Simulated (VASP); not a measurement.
## GaP: electric field gradients with PBE

GaP:

```xyz
2
Lattice="0.0000 2.7252 2.7252 2.7252 0.0000 2.7252 2.7252 2.7252 0.0000" Properties=species:S:1:pos:R:3 pbc="T T T"
Ga    0.0000    0.0000    0.0000
P     4.0879    4.0879    4.0879
```

```json
{
 "Program": "VASP 6.6.1",
 "Task": "electric field gradients",
 "Functional": "PBE",
 "Potentials or basis": "VASP PAW PBE potentials, release 64 (Ga_d, P)",
 "Cutoff": "520 eV",
 "k mesh": "10 × 10 × 10",
 "Occupations": "fermi-dirac, width 0.05 eV",
 "Spin": "no spin polarisation",
 "Dipole correction": "no",
 "Further INCAR settings": "ALGO = Normal; EDIFF = 1e-08; NBANDS = 16"
}
```

| Property | Result |
| --- | --- |
| Pressure | 2.5 GPa |
| Band gap on the k mesh | 1.60 eV (least direct gap 1.83 eV) |
| Largest electric field gradient by atom | zero within the noise of the run |

Levels at points of the mesh, in eV from the valence-band top:
```csv
k point,band 5,band 6,band 7,band 8,band 9,band 10,band 11,band 12,band 13,band 14
"(0.00, 0.00, 0.00)",-14.45,-12.49,0.00,0.00,0.00,1.83,3.89,3.89,3.89,8.81
"(0.50, 0.00, 0.00)",-14.44,-10.43,-6.63,-1.12,-1.12,1.67,4.72,4.72,8.29,10.89
"(0.50, 0.50, 0.00)",-14.43,-9.53,-6.75,-2.68,-2.68,1.66,1.82,10.60,10.60,11.20
```

It took 42 s on 1 thread of Intel(R) Xeon(R) 6975P-C (Granite Rapids), on a shared host, peak memory 0.18 GiB.

A k mesh can miss the band edges.
